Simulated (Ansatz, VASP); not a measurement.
# TlAgS2 in VASP and in Ansatz

```xyz
4
Lattice="4.2096 0.0000 0.0000 0.0000 4.2096 0.0000 0.0000 0.0000 5.9885" Properties=species:S:1:pos:R:3 pbc="T T T"
Tl    2.1048    2.1048    2.9942
Ag    0.0000    0.0000    0.0000
S     2.1048    0.0000    1.4432
S     0.0000    2.1048    4.5453
```

Alike in both runs: functional PBE; k mesh 4 × 4 × 4; occupations gaussian, width 0.1 eV; no spin polarisation.

Ansatz relaxed the structure, and its values are those at the end. VASP's run is a single point on that final structure, the one shown.

```csv
,VASP,Ansatz
version,VASP 6.6.1,Ansatz 0.2.0
potentials or method,"VASP PAW PBE potentials, release 64 (Tl_d, Ag, S), cutoff 520 eV","scalar-relativistic, plane waves, PAW"
valence electrons in the cell,36,44
```

VASP gave:

```
gap on the k mesh at the Fermi level (eV) : none
pressure (GPa)                            : -0.1
```

Problem. Which values does Ansatz return?

Solution. gap on the k mesh at the Fermi level (eV): none; pressure (GPa): 0.0.

A gap of «none» marks a metal or a gap that the smearing closes. VASP's potentials hold 36 valence electrons a cell and Ansatz's 44, so a difference there can come from the potentials and not from the codes.

The k mesh is coarse, so the values compare programs but aren't converged. Neither program's run includes spin-orbit coupling.
